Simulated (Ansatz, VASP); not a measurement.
# CaMg3S4 in VASP and in Ansatz

The input INCAR:

```
SYSTEM = CaMg3S4
ALGO = Normal ; EDIFF = 1E-6
ENCUT = 520 ; GGA = PE
ISIF = 2 ; ISMEAR = 0
LASPH = .TRUE. ; LCHARG = .FALSE.
LREAL = .FALSE. ; LWAVE = .FALSE.
NBANDS = 30 ; NELM = 60
PREC = Accurate ; SIGMA = 0.01
```

The input KPOINTS:

```
k-points
0
G
  6 6 6
  0 0 0
```

POSCAR

```
CaMg3S4
1.0
   -2.6723835086      2.6723835086      5.2598149380
    2.6723835086     -2.6723835086      5.2598149380
    2.6723835086      2.6723835086     -5.2598149380
Mg S Ca
3 4 1
Direct
    0.7500000000      0.2500000000      0.5000000000
    0.0000000000      0.0000000000      0.0000000000
    0.2500000000      0.7500000000      0.5000000000
    0.5000000000      0.0000000000      0.5000000000
    0.7614772832      0.7614772832      0.0000000000
    0.0000000000      0.5000000000      0.5000000000
    0.2385227168      0.2385227168      0.0000000000
    0.5000000000      0.5000000000      0.0000000000
```

Input for Ansatz:

```yaml
crystal:
  lattice:
    - [-2.6723835086, 2.6723835086, 5.259814938]
    - [2.6723835086, -2.6723835086, 5.259814938]
    - [2.6723835086, 2.6723835086, -5.259814938]
  atoms:
    - { symbol: Mg, position: [0.75, 0.25, 0.5] }
    - { symbol: S, position: [0.5, 0.0, 0.5] }
    - { symbol: Mg, position: [0.0, 0.0, 0.0] }
    - { symbol: S, position: [0.7614772832, 0.7614772832, 0.0] }
    - { symbol: Mg, position: [0.25, 0.75, 0.5] }
    - { symbol: S, position: [0.0, 0.5, 0.5] }
    - { symbol: Ca, position: [0.5, 0.5, 0.0] }
    - { symbol: S, position: [0.2385227168, 0.2385227168, 0.0] }
kpoints:
  mp_grid: { grid: [6, 6, 6] }
hamiltonian:
  xc: pbe
scf:
  occupations: { method: fixed }
  n_extra_bands: 6
output:
  forces: true
  stress: true
  eigenvalues: true
```

Alike in both runs: task single point; functional PBE; k mesh 6 × 6 × 6; no spin polarisation.

|  | VASP | Ansatz |
| --- | --- | --- |
| version | VASP 6.6.1 | Ansatz 0.2.0 |
| potentials or method | VASP PAW PBE potentials, release 64 (Mg, S, Ca_sv) | plane waves, PAW |
| plane-wave cutoff (eV) | 520 | 420 |
| occupations | gaussian, width 0.01 eV | fixed |
| valence electrons in the cell | 40 | 64 |

```csv
,VASP,Ansatz,Ansatz less VASP
gap on the k mesh at the Fermi level (eV),2.46,2.48,+0.021
pressure (GPa),2.1,2.2,+0.12
rms of the force components (eV/Å),0.001,0.006,+0.0048
```

VASP's potentials hold 40 valence electrons a cell and Ansatz's 64, so a difference there can come from the potentials and not from the codes.
